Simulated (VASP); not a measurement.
# Ir (Fd-3m) in VASP: notebook

Runs on Ir. Level: r2SCAN. Tasks: single point, relaxation of cell and atoms.

All numbers are computed with VASP 6.6.1; they aren't measurements. Logs are shortened: lines on timing, memory, paths and dates and some standing lists are left out, and cuts for length are marked.

### Step 1. The cell of the first run

Symmetry: Fd-3m, No. 227, cubic system. The conventional cell has a = 5.524 Å, b = 5.524 Å, c = 5.524 Å, α = 90.00°, β = 90.00°, γ = 90.00°. Within 3.2 Å of Ir (site symmetry -43m) lie 4 Ir at 2.39 Å.

This isn't the form of Ir at room conditions, which is fcc.

### Step 2. Single point, r2SCAN

Contents of POSCAR:

```
Ir
1.0
    0.0000000000      2.7620525573      2.7620525573
    2.7620525573      0.0000000000      2.7620525573
    2.7620525573      2.7620525573      0.0000000000
Ir
2
Direct
    1.0000000000      1.0000000000      1.0000000000
    0.2500000000      0.2500000000      0.2500000000
```

Contents of INCAR.step1:

```
ALGO = Normal ; EDIFF = 1E-5
ENCUT = 550 ; GGA = PE
GGA_COMPAT = F ; ISMEAR = 1
LASPH = T ; LCHARG = F
LREAL = F ; LWAVE = T
NBANDS = 16 ; NELM = 120
PREC = Accurate ; SIGMA = 0.1
```

Contents of INCAR.step2:

```
ALGO = Normal ; EDIFF = 1E-6
ENCUT = 550 ; GGA_COMPAT = F
ISIF = 2 ; ISMEAR = 1
ISTART = 1 ; LASPH = T
LCHARG = T ; LELF = T
LMIXTAU = T ; LREAL = F
LVHAR = T ; LWAVE = F
METAGGA = R2SCAN ; NBANDS = 16
NELM = 120 ; PREC = Accurate
SIGMA = 0.1
```

Contents of KPOINTS:

```
k-points
0
Gamma
  15 15 15
```

Potentials or basis: VASP PAW PBE potentials, release 64 (Ir).

Run with:

```
$ cat potpaw_PBE.64/Ir/POTCAR > POTCAR
$ cp INCAR.step1 INCAR
$ mpirun -np 1 vasp_std > vasp.out
$ cp INCAR.step2 INCAR
$ mpirun -np 1 vasp_std > vasp.out
```

OUTCAR:

```text
EDIFF = 1E-6
   ENCUT = 550
   ISIF = 2
   ISMEAR = 1
   ISTART = 1
   LASPH = T
   LREAL = F
   METAGGA = R2SCAN
   NELM = 120
   PREC = Accurate

 ion  position               nearest neighbor table
   1  0.000  0.000  0.000-   2 2.39   2 2.39   2 2.39   2 2.39
   2  0.250  0.250  0.250-   1 2.39   1 2.39   1 2.39   1 2.39

  LATTYP: Found a face centered cubic cell.
 ALAT       =     5.5241051146

  Lattice vectors:

 A1 = (   0.0000000000,   2.7620525573,   2.7620525573)
 A2 = (   2.7620525573,   0.0000000000,   2.7620525573)
 A3 = (   2.7620525573,   2.7620525573,   0.0000000000)

Analysis of symmetry for initial positions (statically):
=====================================================================
 Subroutine PRICEL returns:
 Original cell was already a primitive cell.

 Routine SETGRP: Setting up the symmetry group for a
 face centered cubic supercell.

 Subroutine GETGRP returns: Found 48 space group operations
 (whereof 24 operations were pure point group operations)
 out of a pool of 48 trial point group operations.

The static configuration has the point symmetry T_d .
 The point group associated with its full space group is O_h .

Analysis of symmetry for dynamics (positions and initial velocities):
=====================================================================
 Subroutine PRICEL returns:
 Original cell was already a primitive cell.

 Routine SETGRP: Setting up the symmetry group for a
 face centered cubic supercell.

 Subroutine GETGRP returns: Found 48 space group operations
 (whereof 24 operations were pure point group operations)
 out of a pool of 48 trial point group operations.

The dynamic configuration has the point symmetry T_d .
 The point group associated with its full space group is O_h .

 Subroutine INISYM returns: Found 48 space group operations
 (whereof 24 operations are pure point group operations),
 and found     1 'primitive' translations

----------------------------------------------------------------------------------------

                                     Primitive cell

  volume of cell :      42.1430

  direct lattice vectors                    reciprocal lattice vectors
     0.000000000  2.762052557  2.762052557    -0.181024796  0.181024796  0.181024796
     2.762052557  0.000000000  2.762052557     0.181024796 -0.181024796  0.181024796
     2.762052557  2.762052557  0.000000000     0.181024796  0.181024796 -0.181024796

  length of vectors
     3.906132187  3.906132187  3.906132187     0.313544144  0.313544144  0.313544144

  position of ions in fractional coordinates (direct lattice)
[... 82 lines left out ...]
   NSW    =      0    number of steps for IOM
   IBRION =     -1    ionic relax: 0-MD 1-quasi-New 2-CG
   NFREE  =      0    steps in history (QN), initial steepest desc. (CG)
   ISIF   =      2    stress and relaxation
   ISYM   =      2    0-nonsym 1-usesym 2-fastsym
   POTIM  = 0.5000    time-step for ionic-motion
   TEBEG  =    0.0;   TEEND  =   0.0 temperature during run
   PSTRESS=    0.0 pullay stress
   NELECT =      18.0000    total number of electrons
   NUPDOWN=      -1.0000    fix difference up-down
   EMIN   =  10.00;   EMAX   =-10.00  energy-range for DOS
   EFERMI =   0.00;   METHOD = LEGACY
   ISMEAR =     1;   SIGMA  =   0.10  broadening in eV -4-tet -1-fermi 0-gaus
   EFERMI_NEDOS =   21; number of points for ismear=-14 and -15
   IALGO  =     38    algorithm
   IMIX   =      4    mixing-type and parameters
     AMIX     =   0.40;   BMIX     =  1.00
     AMIX_MAG =   1.60;   BMIX_MAG =  1.00
  volume/ion in A,a.u.               =      21.07       142.20
  Fermi-wavevector in a.u.,A,eV,Ry     =   1.232888  2.329821 20.681040  1.520014
  Thomas-Fermi vector in A             =   2.367640
   LORBIT       =      0    0 simple, 1 ext, 2 COOP (PROOUT), +10 PAW based schemes
   METAGGA = R2SCAN    functional components
   LHFCALC =     F    Hartree Fock is set to
   AEXX    =    0.0000 exact exchange contribution
   IVDW    =     0    specifies the selected vdW correction
   LEPSILON=     F    determine dielectric tensor
   LRPA    =     F    only Hartree local field effects (RPA)
 non-spin polarized calculation
 Methfessel and Paxton  Order N= 1 SIGMA  =   0.10
  energy-cutoff  :      550.00
  volume of cell :       42.14
 maximum number of plane-waves:      1258
 NGX is ok and might be reduce to    30
   NGX = 15   NGY = 15   NGZ = 15

 number of electron      18.0000001 magnetization

 Free energy of the ion-electron system (eV)
  ---------------------------------------------------
  ext. energy  EPLUGINS =         0.00000000
  ---------------------------------------------------
  free energy    TOTEN  =      -102.74027779 eV

  energy without entropy =     -102.74035843  energy(sigma->0) =     -102.74030467

 E-fermi :   5.3443     XC(G=0): -12.1597

 val. band max:        5.3351140234   @ k =  -0.4667   0.2667   0.0000
 cond. band min:       5.3448078804   @ k =   0.3333   0.1333   0.0000
 fundamental gap:      0.0096938570
 Fermi energy:         5.3442803721

 k-point     1 :       0.0000    0.0000    0.0000
  band No.  band energies     occupation
      1      -3.1158      2.00000
      2      -0.1679      2.00000
      3      -0.1679      2.00000
      4       0.3068      2.00000
      5       0.3068      2.00000
      6       0.3068      2.00000
[... 433 lines left out ...]
      3       0.0778      2.00000
      4       0.2674      2.00000
      5       0.3769      2.00000
      6       1.0385      2.00000
[... 8 lines left out ...]
     15      16.3067      0.00000
     16      17.2527      0.00000

 [... further k-points ...]

------------------------ aborting loop because EDIFF is reached ----------------------------------------

  FORCE on cell =-STRESS in cart. coord.  units (eV):
  Direction    XX          YY          ZZ          XY          YZ          ZX
  --------------------------------------------------------------------------------------
  -------------------------------------------------------------------------------------
  Total        0.1245853      0.1245853      0.1245853     -0.0000000      0.0000000      0.0000000
  in kB        4.7364334      4.7364334      4.7364334     -0.0000000      0.0000000      0.0000000
  external PRESSURE =       4.7364334 kB  Pullay stress =       0.0000000 kB

 VOLUME and BASIS-vectors are now :
 -----------------------------------------------------------------------------
  energy-cutoff  :      550.00
  volume of cell :       42.14
      direct lattice vectors                 reciprocal lattice vectors
     0.000000000  2.762052557  2.762052557    -0.181024796  0.181024796  0.181024796
     2.762052557  0.000000000  2.762052557     0.181024796 -0.181024796  0.181024796
     2.762052557  2.762052557  0.000000000     0.181024796  0.181024796 -0.181024796

 POSITION                                       TOTAL-FORCE (eV/Angst)
 -----------------------------------------------------------------------------------
      0.00000      0.00000      0.00000         0.000000      0.000000      0.000000
      1.38103      1.38103      1.38103        -0.000000     -0.000000     -0.000000
 -----------------------------------------------------------------------------------
    total drift:                                0.000000     -0.000000      0.000000

  FREE ENERGIE OF THE ION-ELECTRON SYSTEM (eV)
  ---------------------------------------------------
  free  energy   TOTEN  =      -102.7402777949 eV

  energy  without entropy=     -102.7403584292  energy(sigma->0) =     -102.74030467
```

OUTCAR.step1:

```text
EDIFF = 1E-5
   ENCUT = 550
   GGA = PE
   ISMEAR = 1
   LASPH = T
[... 679 lines left out ...]
 -----------------------------------------------------------------------------------
      0.00000      0.00000      0.00000         0.000000      0.000000      0.000000
      1.38103      1.38103      1.38103        -0.000000     -0.000000     -0.000000
 -----------------------------------------------------------------------------------
    total drift:                                0.000000     -0.000000      0.000000

  FREE ENERGIE OF THE ION-ELECTRON SYSTEM (eV)
  ---------------------------------------------------
  free  energy   TOTEN  =       -15.6921892163 eV

  energy  without entropy=      -15.6924343016  energy(sigma->0) =      -15.69227091
```

OSZICAR.step1:

```text
N       E                     dE             d eps       ncg     rms          rms(c)
DAV:   1     0.144509187656E+03    0.14451E+03   -0.82540E+03  3840   0.110E+03
DAV:   2    -0.118338530002E+02   -0.15634E+03   -0.13721E+03  3840   0.289E+02
DAV:   3    -0.165851236452E+02   -0.47513E+01   -0.46772E+01  5128   0.602E+01
DAV:   4    -0.166342720425E+02   -0.49148E-01   -0.49141E-01  4240   0.565E+00
DAV:   5    -0.166355788855E+02   -0.13068E-02   -0.13068E-02  5320   0.945E-01    0.150E+01
DAV:   6    -0.158129763921E+02    0.82260E+00   -0.14924E+00  5232   0.139E+01    0.597E+00
DAV:   7    -0.157090006840E+02    0.10398E+00   -0.18308E-01  5536   0.425E+00    0.215E+00
DAV:   8    -0.156923745847E+02    0.16626E-01   -0.18583E-02  4432   0.109E+00    0.285E-01
DAV:   9    -0.156921483601E+02    0.22622E-03   -0.62738E-04  4576   0.195E-01    0.366E-02
DAV:  10    -0.156921900454E+02   -0.41685E-04   -0.40846E-05  5024   0.489E-02    0.430E-03
DAV:  11    -0.156921892163E+02    0.82913E-06   -0.18677E-06  2656   0.150E-02
   1 F= -.15692189E+02 E0= -.15692271E+02  d E =0.245085E-03
```

Run time: 7.2 min. Hardware: 1 thread of Intel Xeon 8259CL, shared host; peak memory 0.22 GiB.

What came out:

```yaml
Free_energy: -102.7403 eV
Pressure: 0.5 GPa
Band_gap_on_the_k_mesh: zero (bands 9 and 10 overlap by 1.63 eV)
```

Caveat: the PAW data sets were made with another functional, which shifts forces and pressure a little; spin-orbit coupling is left out, which moves the levels of the heavy elements.

### Step 3. Relaxation of cell and atoms, r2SCAN

This run uses another cell than the first one, of 18.30 Å³/atom.

Contents of POSCAR:

```
Ir
1.0
    0.0000000000      2.6350000000      2.6350000000
    2.6350000000      0.0000000000      2.6350000000
    2.6350000000      2.6350000000      0.0000000000
Ir
2
Direct
    1.0000000000      1.0000000000      1.0000000000
    0.2500000000      0.2500000000      0.2500000000
```

Contents of INCAR.step1:

```
PREC = Accurate
ENCUT = 550
ISMEAR = 1
SIGMA = 0.1
LREAL = F
LASPH = T
NELM = 120
GGA = PE
ALGO = Normal
EDIFF = 1E-5
LWAVE = T
LCHARG = F
GGA_COMPAT = F
IBRION = 2
ISIF = 3
EDIFFG = -0.005
NELMIN = 4
NSW = 100
```

Contents of INCAR.step2:

```
PREC = Accurate
ENCUT = 550
EDIFF = 1E-7
ISMEAR = 1
SIGMA = 0.1
LREAL = F
LASPH = T
NELM = 120
ALGO = Normal
ISIF = 3
LWAVE = F
LCHARG = F
METAGGA = R2SCAN
LMIXTAU = T
IBRION = 2
NSW = 80
EDIFFG = -0.01
ISTART = 1
GGA_COMPAT = F
NELMIN = 4
```

Contents of KPOINTS:

```
regular mesh
0
Gamma
  15 15 15
```

Potentials or basis: VASP PAW PBE potentials, release 64 (Ir).

Run with:

```
$ cat potpaw_PBE.64/Ir/POTCAR > POTCAR
$ cp INCAR.step1 INCAR
$ mpirun -np 1 vasp_std > vasp.out
$ cp INCAR.step2 INCAR
$ mpirun -np 1 vasp_std > vasp.out
```

It took 39 min on 1 thread of Intel Xeon 8259CL, shared host; peak memory 0.22 GiB.

It converged, with:

- Free energy: -102.7392 eV
- Relaxed volume: 21.11 Å³/atom
- Relaxed cell: a = 3.909 Å, b = 3.909 Å, c = 3.909 Å, α = 60.00°, β = 60.00°, γ = 60.00°
- Space group after relaxing (to 0.1 Å): Fd-3m (No. 227)
- Pressure after relaxing: 0.0 GPa
- Band gap on the k mesh: zero (bands 9 and 10 overlap by 1.62 eV)

Final structure:
```
Ir
1.0
     0.00000    2.76394    2.76394
     2.76394    0.00000    2.76394
     2.76394    2.76394    0.00000
Ir
2
Direct
  0.00000 0.00000 0.00000
  0.25000 0.25000 0.25000
```

Levels at points of the mesh, in eV from the Fermi level:
| k point | band 5 | band 6 | band 7 | band 8 | band 9 | band 10 | band 11 | band 12 | band 13 |
| --- | --- | --- | --- | --- | --- | --- | --- | --- | --- |
| (0.00, 0.00, 0.00) | -5.03 | -5.03 | -1.87 | -1.87 | -1.87 | 0.77 | 0.77 | 11.58 | 11.69 |

Caveat: the volume moved by over 15 % at a fixed basis, so the end points are rough; the PAW data sets were made with another functional, which shifts forces and pressure a little; spin-orbit coupling is left out, which moves the levels of the heavy elements.
